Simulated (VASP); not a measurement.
# NiSbH (P6_3/mmc) in VASP: a series of runs

Runs on NiSbH. Level: PBE. Tasks: single point.

Everything below comes from runs of VASP 6.6.1. Logs are shortened: lines on timing, memory, paths and dates and some standing lists are left out, and cuts for length are marked.

## Step 1: The cell of the first run

Symmetry: P6_3/mmc, No. 194, hexagonal system. The conventional cell has a = 4.292 Å, b = 4.292 Å, c = 4.775 Å, α = 90.00°, β = 90.00°, γ = 120.00°. Within 3.2 Å of Ni (site symmetry -3m) lie 2 Ni at 2.39 Å and 6 Sb at 2.75 Å and 6 H at 2.75 Å. Within 3.2 Å of Sb (site symmetry -6m2) lie 5 H at 2.39 to 2.48 Å and 6 Ni at 2.75 Å. H (site symmetry -6m2) has 5 Sb at 2.39 to 2.48 Å and 6 Ni at 2.75 Å within 3.2 Å.

## Step 2: Single point, PBE

Input file INCAR:

```
ALGO = Normal
EDIFF = 1E-6
ENCUT = 520
GGA = PE
ISIF = 2
ISMEAR = 0
LASPH = T
LCHARG = F
LREAL = F
LWAVE = F
NBANDS = 25
NELM = 100
PREC = Accurate
SIGMA = 0.1
```

Input file KPOINTS:

```
k-points
0
Gamma
  6 6 4
```

Input file POSCAR:

```
NiSbH
1.0
    4.2921079692      0.0000000000      0.0000000000
   -2.1460539846      3.7170745371      0.0000000000
    0.0000000000      0.0000000000      4.7746573373
Ni Sb H
2 2 2
Direct
    1.0000000000      1.0000000000      1.0000000000
    1.0000000000      1.0000000000      0.5000000000
    0.3333333333      0.6666666667      0.2500000000
    0.6666666667      0.3333333333      0.7500000000
    0.3333333333      0.6666666667      0.7500000000
    0.6666666667      0.3333333333      0.2500000000
```

Potentials or basis: VASP PAW PBE potentials, release 64 (Ni, Sb, H).

Run with:

```bash
$ cat potpaw_PBE.64/Ni/POTCAR potpaw_PBE.64/Sb/POTCAR potpaw_PBE.64/H/POTCAR > POTCAR
$ mpirun -np 1 vasp_std > vasp.out
```

OUTCAR:

```text
EDIFF = 1E-6
   ENCUT = 520
   GGA = PE
   ISIF = 2
   ISMEAR = 0
   LASPH = T
   LREAL = F
   NELM = 100
   PREC = Accurate

 ion  position               nearest neighbor table
   1  0.000  0.000  0.000-   2 2.39   2 2.39   4 2.75   3 2.75   3 2.75   4 2.75   4 2.75   3 2.75

   2  0.000  0.000  0.500-   1 2.39   1 2.39   4 2.75   3 2.75   3 2.75   4 2.75   4 2.75   3 2.75

   3  0.333  0.667  0.250-   1 2.75   2 2.75   1 2.75   2 2.75   1 2.75   2 2.75   4 3.44   4 3.44
                             4 3.44   4 3.44   4 3.44   4 3.44
   4  0.667  0.333  0.750-   1 2.75   2 2.75   1 2.75   2 2.75   1 2.75   2 2.75   3 3.44   3 3.44
                             3 3.44   3 3.44   3 3.44   3 3.44
   5  0.333  0.667  0.750-
   6  0.667  0.333  0.250-

  LATTYP: Found a hexagonal cell.
 ALAT       =     4.2921079692
 C/A-ratio  =     1.1124271271

  Lattice vectors:

 A1 = (   4.2921079692,   0.0000000000,   0.0000000000)
 A2 = (  -2.1460539846,   3.7170745371,   0.0000000000)
 A3 = (   0.0000000000,   0.0000000000,   4.7746573373)

Analysis of symmetry for initial positions (statically):
=====================================================================
 Subroutine PRICEL returns:
 Original cell was already a primitive cell.

 Routine SETGRP: Setting up the symmetry group for a
 hexagonal supercell.

 Subroutine GETGRP returns: Found 24 space group operations
 (whereof 12 operations were pure point group operations)
 out of a pool of 24 trial point group operations.

The static configuration has the point symmetry D_3d.
 The point group associated with its full space group is D_6h.

Analysis of symmetry for dynamics (positions and initial velocities):
=====================================================================
 Subroutine PRICEL returns:
 Original cell was already a primitive cell.

 Routine SETGRP: Setting up the symmetry group for a
 hexagonal supercell.

 Subroutine GETGRP returns: Found 24 space group operations
 (whereof 12 operations were pure point group operations)
 out of a pool of 24 trial point group operations.

The dynamic configuration has the point symmetry D_3d.
 The point group associated with its full space group is D_6h.

 Subroutine INISYM returns: Found 24 space group operations
 (whereof 12 operations are pure point group operations),
 and found     1 'primitive' translations

----------------------------------------------------------------------------------------

                                     Primitive cell

  volume of cell :      76.1753

  direct lattice vectors                    reciprocal lattice vectors
     4.292107969  0.000000000  0.000000000     0.232985751  0.134514386  0.000000000
    -2.146053985  3.717074537  0.000000000     0.000000000  0.269028772  0.000000000
     0.000000000  0.000000000  4.774657337     0.000000000  0.000000000  0.209439114

  length of vectors
     4.292107969  4.292107969  4.774657337     0.269028772  0.269028772  0.209439114

  position of ions in fractional coordinates (direct lattice)
     0.000000000  0.000000000  0.000000000
     0.000000000  0.000000000  0.500000000
     0.333333333  0.666666667  0.250000000
     0.666666667  0.333333333  0.750000000
     0.333333333  0.666666667  0.750000000
     0.666666667  0.333333333  0.250000000

  ion indices of the primitive-cell ions
   primitive index   ion index
                 1           1
                 2           2
                 3           3
                 4           4
                 5           5
                 6           6

----------------------------------------------------------------------------------------

 KPOINTS: k-points

Automatic generation of k-mesh.
 Grid dimensions read from file:
 generate k-points for:    6    6    4

 Generating k-lattice:

  Cartesian coordinates                     Fractional coordinates (reciprocal lattice)
     0.038830959  0.022419064  0.000000000     0.166666667  0.000000000  0.000000000
     0.000000000  0.044838129  0.000000000     0.000000000  0.166666667  0.000000000
     0.000000000  0.000000000  0.052359778     0.000000000  0.000000000  0.250000000

  Length of vectors
     0.044838129  0.044838129  0.052359778

  Shift w.r.t. Gamma in fractional coordinates (k-lattice)
     0.000000000  0.000000000  0.000000000

 Subroutine IBZKPT returns following result:
 ===========================================

 Found     21 irreducible k-points:

 Following reciprocal coordinates:
            Coordinates               Weight
  0.000000  0.000000  0.000000      1.000000
  0.166667  0.000000  0.000000      6.000000
  0.333333  0.000000  0.000000      6.000000
  0.500000  0.000000  0.000000      3.000000
  0.166667  0.166667  0.000000      6.000000
  0.333333  0.166667  0.000000     12.000000
[... 13 lines left out ...]
  0.333333  0.166667  0.500000     12.000000
  0.333333  0.333333  0.500000      2.000000
   k-points           NKPTS =     21   k-points in BZ     NKDIM =     21   number of bands    NBANDS=     25
   number of dos      NEDOS =    301   number of ions     NIONS =      6
   total plane-waves  NPLWV =  36864
   dimension x,y,z NGX =    32 NGY =   32 NGZ =   36
   dimension x,y,z NGXF=    64 NGYF=   64 NGZF=   72
   ions per type =               2   2   2
   NGX,Y,Z   is equivalent  to a cutoff of  12.39, 12.39, 12.53 a.u.
   NGXF,Y,Z  is equivalent  to a cutoff of  24.79, 24.79, 25.07 a.u.
 SYSTEM =  unknown system
   PREC   = accura    normal or accurate (medium, high low for compatibility)
   ISTART =      0    job   : 0-new  1-cont  2-samecut
   ICHARG =      2    charge: 1-file 2-atom 10-const
   ISPIN  =      1    spin polarized calculation?
   LNONCOLLINEAR =      F non collinear calculations
   LSORBIT =      F    spin-orbit coupling
   LASPH  =      T    aspherical Exc in radial PAW
   ENCUT  =  520.0 eV  38.22 Ry    6.18 a.u.   7.98  7.98  8.88*2*pi/ulx,y,z
   NELM   =    100;   NELMIN=  2; NELMDL= -5     # of ELM steps
   EDIFF  = 0.1E-05   stopping-criterion for ELM
   LREAL  =      F    real-space projection
   EDIFFG = 0.1E-04   stopping-criterion for IOM
   NSW    =      0    number of steps for IOM
   IBRION =     -1    ionic relax: 0-MD 1-quasi-New 2-CG
   NFREE  =      0    steps in history (QN), initial steepest desc. (CG)
   ISIF   =      2    stress and relaxation
   ISYM   =      2    0-nonsym 1-usesym 2-fastsym
   POTIM  = 0.5000    time-step for ionic-motion
   TEBEG  =    0.0;   TEEND  =   0.0 temperature during run
   PSTRESS=    0.0 pullay stress
   NELECT =      32.0000    total number of electrons
   NUPDOWN=      -1.0000    fix difference up-down
   EMIN   =  10.00;   EMAX   =-10.00  energy-range for DOS
   EFERMI =   0.00;   METHOD = LEGACY
   ISMEAR =     0;   SIGMA  =   0.10  broadening in eV -4-tet -1-fermi 0-gaus
   EFERMI_NEDOS =   21; number of points for ismear=-14 and -15
   IALGO  =     38    algorithm
   IMIX   =      4    mixing-type and parameters
     AMIX     =   0.40;   BMIX     =  1.00
     AMIX_MAG =   1.60;   BMIX_MAG =  1.00
  volume/ion in A,a.u.               =      12.70        85.68
  Fermi-wavevector in a.u.,A,eV,Ry     =   1.226084  2.316962 20.453383  1.503281
  Thomas-Fermi vector in A             =   2.361098
   LORBIT       =      0    0 simple, 1 ext, 2 COOP (PROOUT), +10 PAW based schemes
   GGA     = PE    functional components
   LHFCALC =     F    Hartree Fock is set to
   AEXX    =    0.0000 exact exchange contribution
   IVDW    =     0    specifies the selected vdW correction
   LEPSILON=     F    determine dielectric tensor
   LRPA    =     F    only Hartree local field effects (RPA)
 non-spin polarized calculation
 Gauss-broadening in eV      SIGMA  =   0.10
  energy-cutoff  :      520.00
  volume of cell :       76.18
 maximum number of plane-waves:      2070
 NGX is ok and might be reduce to    32
   NGX = 15   NGY = 15   NGZ = 17

 number of electron      31.9999975 magnetization

 Free energy of the ion-electron system (eV)
  ---------------------------------------------------
  ext. energy  EPLUGINS =         0.00000000
  ---------------------------------------------------
  free energy    TOTEN  =       -23.39819014 eV

  energy without entropy =      -23.39271894  energy(sigma->0) =      -23.39545454

 E-fermi :   9.1097     XC(G=0): -11.4707

 val. band max:        9.0087810607   @ k =   0.1667   0.1667   0.0000
 cond. band min:       9.1677684813   @ k =   0.1667   0.0000   0.0000
 fundamental gap:      0.1589874206
 Fermi energy:         9.1097056493

 k-point     1 :       0.0000    0.0000    0.0000
  band No.  band energies     occupation
      1      -3.9387      2.00000
      2       1.3521      2.00000
      3       3.8456      2.00000
      4       5.2402      2.00000
      5       5.2402      2.00000
      6       5.6071      2.00000
[... 17 lines left out ...]
     24      15.0011      0.00000
     25      16.6263      0.00000

 k-point     2 :       0.1667    0.0000    0.0000
  band No.  band energies     occupation
      1      -3.6536      2.00000
      2       1.1773      2.00000
      3       3.9956      2.00000
      4       4.1641      2.00000
      5       5.2628      2.00000
      6       5.6714      2.00000
[... 17 lines left out ...]
     24      15.4002      0.00000
     25      15.5986      0.00000

 k-point     3 :       0.3333    0.0000    0.0000
  band No.  band energies     occupation
      1      -2.8393      2.00000
      2       0.2571      2.00000
      3       3.3045      2.00000
      4       5.0711      2.00000
      5       5.1893      2.00000
      6       5.3390      2.00000
[... 468 lines left out ...]
 k-point    20 :       0.3333    0.1667    0.5000
  band No.  band energies     occupation
      1      -0.7996      2.00000
      2      -0.7996      2.00000
      3       2.0490      2.00000
      4       2.0490      2.00000
      5       4.9769      2.00000
      6       4.9769      2.00000
[... 17 lines left out ...]
     24      17.5239      0.00000
     25      18.1519      0.00000

 k-point    21 :       0.3333    0.3333    0.5000
  band No.  band energies     occupation
      1      -0.4584      2.00000
      2      -0.4584      2.00000
      3       1.8175      2.00000
      4       1.8175      2.00000
      5       4.2260      2.00000
      6       4.2260      2.00000
[... 17 lines left out ...]
     24      15.8296      0.00000
     25      18.1115      0.00000

------------------------ aborting loop because EDIFF is reached ----------------------------------------

  FORCE on cell =-STRESS in cart. coord.  units (eV):
  Direction    XX          YY          ZZ          XY          YZ          ZX
  --------------------------------------------------------------------------------------
  -------------------------------------------------------------------------------------
  Total       -0.1052239     -0.1052239     -0.1022076      0.0000000     -0.0000000      0.0000000
  in kB       -2.2131501     -2.2131501     -2.1497091      0.0000000     -0.0000000      0.0000000
  external PRESSURE =      -2.1920031 kB  Pullay stress =       0.0000000 kB

 VOLUME and BASIS-vectors are now :
 -----------------------------------------------------------------------------
  energy-cutoff  :      520.00
  volume of cell :       76.18
      direct lattice vectors                 reciprocal lattice vectors
     4.292107969  0.000000000  0.000000000     0.232985751  0.134514386  0.000000000
    -2.146053985  3.717074537  0.000000000     0.000000000  0.269028772  0.000000000
     0.000000000  0.000000000  4.774657337     0.000000000  0.000000000  0.209439114

 POSITION                                       TOTAL-FORCE (eV/Angst)
 -----------------------------------------------------------------------------------
      0.00000      0.00000      0.00000         0.000000     -0.000000      0.000000
      0.00000      0.00000      2.38733         0.000000     -0.000000      0.000000
     -0.00000      2.47805      1.19366         0.000000      0.000000     -0.000000
      2.14605      1.23902      3.58099        -0.000000     -0.000000     -0.000000
     -0.00000      2.47805      3.58099        -0.000000     -0.000000      0.000000
      2.14605      1.23902      1.19366         0.000000     -0.000000      0.000000
 -----------------------------------------------------------------------------------
    total drift:                                0.000000     -0.000000      0.000000

  FREE ENERGIE OF THE ION-ELECTRON SYSTEM (eV)
  ---------------------------------------------------
  free  energy   TOTEN  =       -23.3981901439 eV

  energy  without entropy=      -23.3927189370  energy(sigma->0) =      -23.39545454
```

Wall time 64 s (1 thread of Oxide Virtual Turin-like, shared host); peak memory 0.17 GiB.

What came out:

```
Free energy            : -23.3982 eV
Pressure               : -0.2 GPa
Band gap on the k mesh : zero (band 16 reaches 10.39 eV, above the bottom of band 17 at 8.55 eV)
```

Levels at points of the mesh, in eV from the Fermi level:
```
           k point  band 14  band 15  band 16  band 17  band 18  band 19
(0.00, 0.00, 0.00)    -0.38    -0.38     0.42     0.79     1.28     1.28
(0.50, 0.00, 0.00)    -0.93    -0.72    -0.69    -0.55     1.19     1.56
(0.00, 0.00, 0.50)    -1.81     1.28     1.28     1.28     1.28     2.40
(0.50, 0.00, 0.50)    -1.45    -0.31    -0.31    -0.12    -0.12     3.73
```

Caveat: spin-orbit coupling is left out, which moves the levels of the heavy elements.

## Step 3: Single point, PBE

This run uses another cell than the first one, of 12.74 Å³/atom, 1.003 times its volume.

Input file INCAR:

```
ALGO = Normal
EDIFF = 1E-7
ENCUT = 520
GGA = PE
ISIF = 2
ISMEAR = 0
LASPH = T
LCHARG = F
LREAL = F
LWAVE = F
NBANDS = 25
NELM = 80
PREC = Accurate
SIGMA = 0.1
```

Input file KPOINTS:

```
k-points
0
Gamma
  12 12 6
```

Edit POSCAR of step 2 so:

```diff
@@ -2,5 +2,5 @@
 1.0
-    4.2921079692      0.0000000000      0.0000000000
-   -2.1460539846      3.7170745371      0.0000000000
-    0.0000000000      0.0000000000      4.7746573373
+    4.2966783129      0.0000000000      0.0000000000
+   -2.1483391564      3.7210325708      0.0000000000
+    0.0000000000      0.0000000000      4.7807165766
 Ni Sb H
```

Potentials or basis: VASP PAW PBE potentials, release 64 (Ni, Sb, H).

Run with:

```bash
$ cat potpaw_PBE.64/Ni/POTCAR potpaw_PBE.64/Sb/POTCAR potpaw_PBE.64/H/POTCAR > POTCAR
$ mpirun -np 1 vasp_std > vasp.out
```

Run time: 4 min. Hardware: 1 thread of Oxide Virtual Turin-like, shared host; peak memory 0.24 GiB.

The run converged. Its results:

| Quantity | Value |
| --- | --- |
| Free energy | -23.3473 eV |
| Pressure | -0.2 GPa |
| Band gap on the k mesh | zero (band 16 reaches 10.33 eV, above the bottom of band 17 at 8.43 eV) |

Stress tensor (GPa, compression positive):
```
-0.22  0.00  0.00
 0.00 -0.22  0.00
 0.00  0.00 -0.06
```

Levels at points of the mesh, in eV from the Fermi level:
| k point | band 13 | band 14 | band 15 | band 16 | band 17 | band 18 | band 19 | band 20 |
| --- | --- | --- | --- | --- | --- | --- | --- | --- |
| (0.00, 0.00, 0.00) | -0.65 | -0.29 | -0.29 | 0.46 | 0.90 | 1.34 | 1.34 | 3.08 |
| (0.50, 0.00, 0.00) | -1.18 | -0.87 | -0.67 | -0.65 | -0.48 | 1.25 | 1.66 | 3.44 |
| (0.00, 0.00, 0.50) | -1.75 | -1.75 | 1.35 | 1.35 | 1.35 | 1.35 | 2.48 | 2.48 |
| (0.50, 0.00, 0.50) | -1.39 | -1.39 | -0.24 | -0.24 | -0.06 | -0.06 | 3.81 | 3.81 |

Caveat: spin-orbit coupling is left out, which moves the levels of the heavy elements.
